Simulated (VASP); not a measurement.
Input of a VASP 6.6.1 run:

Contents of INCAR:

```
PREC = Accurate
ENCUT = 520
EDIFF = 1E-6
ISMEAR = -1
SIGMA = 0.08
LREAL = False
LASPH = True
NELM = 80
ALGO = Normal
ISIF = 2
LWAVE = False
LCHARG = True
LDIPOL = True
IDIPOL = 3
DIPOL = 0.5 0.5 0.500
GGA = PE
LELF = True
LVHAR = True
LVACPOTAV = True
NBANDS = 36
```

KPOINTS

```
regular mesh
0
Gamma
  12 12 1
```

The input POSCAR:

```
Mo
1.0
    3.1607300689      0.0000000000      0.0000000000
    0.0000000000      3.1607300689      0.0000000000
    0.0000000000      0.0000000000     20.7411000000
Mo
4
Direct
    0.2500000000      0.2500000000      0.3936508042
    0.7500000000      0.7500000000      0.4584867910
    0.2500000000      0.2500000000      0.5415132095
    0.7500000000      0.7500000000      0.6063491948
```

Potentials or basis: VASP PAW PBE potentials, release 64 (Mo_sv).

Run with:

```console
$ cat potpaw_PBE.64/Mo_sv/POTCAR > POTCAR
$ mpirun -np 1 vasp_std > vasp.out
```

(1) Predict the band gap on the k mesh.

(2) Predict the largest force.

Answers

(1) zero (band 28 reaches 2.59 eV, above the bottom of band 29 at 0.88 eV).

(2) 0.041 eV/Å.
